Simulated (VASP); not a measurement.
Write the native input for VASP 6.6.1 that does the following.

- Task: single point
- Functional: PBE
- Potentials or basis: VASP PAW PBE potentials, release 64 (Ti_sv, S)
- Cutoff: 520 eV
- k mesh: 9 × 9 × 1
- Occupations: gaussian, width 0.1 eV
- Spin: no spin polarisation
- Dipole correction: yes
- Further INCAR settings: ALGO = Normal; EDIFF = 1e-06; NBANDS = 42

The structure of Ti5S lies in POSCAR:

```
Ti5S
1.0
    2.9381632086      0.0000000000      0.0000000000
   -1.4690816043      2.5445239791      0.0000000000
    0.0000000000      0.0000000000     24.7117068140
Ti S
5 1
Direct
    0.6666666667      0.3333333333      0.1618666015
    0.3333333333      0.6666666666      0.2559609806
    0.6666666667      0.3333333333      0.3506708119
    0.3333333333      0.6666666666      0.4475655916
    0.6666666667      0.3333333333      0.5346335206
    1.0000000000      0.5000000000      0.6165330669
```

The input as run:

INCAR

```
PREC = Accurate ; ENCUT = 520
EDIFF = 1E-6 ; ISMEAR = 0
SIGMA = 0.1 ; LREAL = F
LASPH = T ; NELM = 60
ALGO = Normal ; ISIF = 2
LWAVE = F ; LCHARG = F
LDIPOL = T ; IDIPOL = 3
DIPOL = 0.5 0.5 0.395 ; GGA = PE
NBANDS = 42
```

KPOINTS

```
regular mesh
0
Gamma
  9 9 1
```

Potentials or basis: VASP PAW PBE potentials, release 64 (Ti_sv, S).

Command:

```bash
$ cat potpaw_PBE.64/Ti_sv/POTCAR potpaw_PBE.64/S/POTCAR > POTCAR
$ mpirun -np 1 vasp_std > vasp.out
```

Results of the run:

The largest force is 1.642 eV/Å and the band gap on the k mesh is zero (bands 33 and 34 overlap by 1.06 eV).

Run time: 4.5 min on 1 thread of Intel(R) Xeon(R) 6975P-C (Granite Rapids), with other jobs on the host, peak memory 0.39 GiB.
